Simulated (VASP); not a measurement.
Here is a VASP 6.6.1 calculation.

File INCAR:

```
SYSTEM = SiC
PREC = Accurate ; ENCUT = 520
EDIFF = 1E-7 ; ISMEAR = 0
SIGMA = 0.05 ; LREAL = .FALSE.
LASPH = .TRUE. ; NELM = 60
ALGO = Normal ; ISIF = 2
LWAVE = .FALSE. ; LCHARG = .FALSE.
GGA = PE ; NBANDS = 26
```

KPOINTS

```
Automatic mesh
0
G
  10 10 3
  0 0 0
```

POSCAR

```
SiC
1.0
   -3.0759982064      0.0000000000      0.0000000000
   -1.5379991032     -2.6638925888      0.0000000000
   -3.0761520063     -1.7760171889     10.0960000000
Si C
4 4
Direct
   -0.1025217917     -0.1025217917      0.6537500000
    0.2308282083      0.2308282083      0.1537500000
    0.0641365417      0.0641365417      0.9037500000
    0.3974865417      0.3974865417      0.4037500000
   -0.2308615417     -0.2308615417      0.8462500000
    0.1024884583      0.1024884583      0.3462500000
    0.6024967917      0.6024967917      0.0962500000
    0.2691467917      0.2691467917      0.5962500000
```

Potentials or basis: VASP PAW PBE potentials, release 64 (Si, C).

Run with:

```sh
$ cat potpaw_PBE.64/Si/POTCAR potpaw_PBE.64/C/POTCAR > POTCAR
$ mpirun -np 1 vasp_std > vasp.out
```

(1) Predict the largest force.

(2) Estimate the band gap on the k mesh.

## Answers

(1) 2.114 eV/Å.

(2) 0.47 eV (least direct gap 1.06 eV).

Caveat: the cell differs from its parent crystal (the part above a cut slid along it); semilocal functionals underestimate gaps, and a narrow one can read as zero; forces of over 1 eV/Å act on the atoms, so gaps and moduli don't describe the material at rest.
